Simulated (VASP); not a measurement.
# Mn: single point with LDA

Mn:

```
Mn
1.0
     2.19142    0.00000    0.00000
     0.00000    2.19142    0.00000
     0.00000    0.00000    2.19142
Mn
1
Direct
  0.00000 0.00000 0.00000
```

This cell differs from its parent crystal: volume scaled by 0.95.

```json
{
 "Program": "VASP 6.6.1",
 "Task": "single point",
 "Functional": "LDA",
 "Potentials or basis": "VASP PAW LDA potentials, release 64 (Mn_pv)",
 "Cutoff": "520 eV",
 "k mesh": "19 × 19 × 19",
 "Occupations": "fermi-dirac, width 0.1 eV",
 "Spin": "collinear spin, ferromagnetic start",
 "Starting moments": "[3.0] μB"
}
```

```json
{"Pressure": "15.7 GPa", "Net moment": "0.00 μB per cell", "Valence electrons inside the program's atomic spheres": "Mn 12.26"}
```

Levels at points of the mesh, in eV from the Fermi level:
Spin up:
| k point | band 2 | band 3 | band 4 | band 5 | band 6 | band 7 | band 8 | band 9 | band 10 | band 11 |
| --- | --- | --- | --- | --- | --- | --- | --- | --- | --- | --- |
| (0.00, 0.00, 0.00) | -47.23 | -47.23 | -8.50 | -4.31 | -4.31 | 1.96 | 1.96 | 1.96 | 21.94 | 21.94 |
Spin down:
```
           k point  band 3  band 4  band 5  band 6  band 7  band 8  band 9  band 10
(0.00, 0.00, 0.00)  -47.23   -8.50   -4.31   -4.31    1.96    1.96    1.96    21.94
```

It took 26 s on 1 thread of Intel Xeon 6975P-C (shared host), peak memory 0.15 GiB.

Caveat: the starting moments collapsed, and a magnetic state may lie lower.
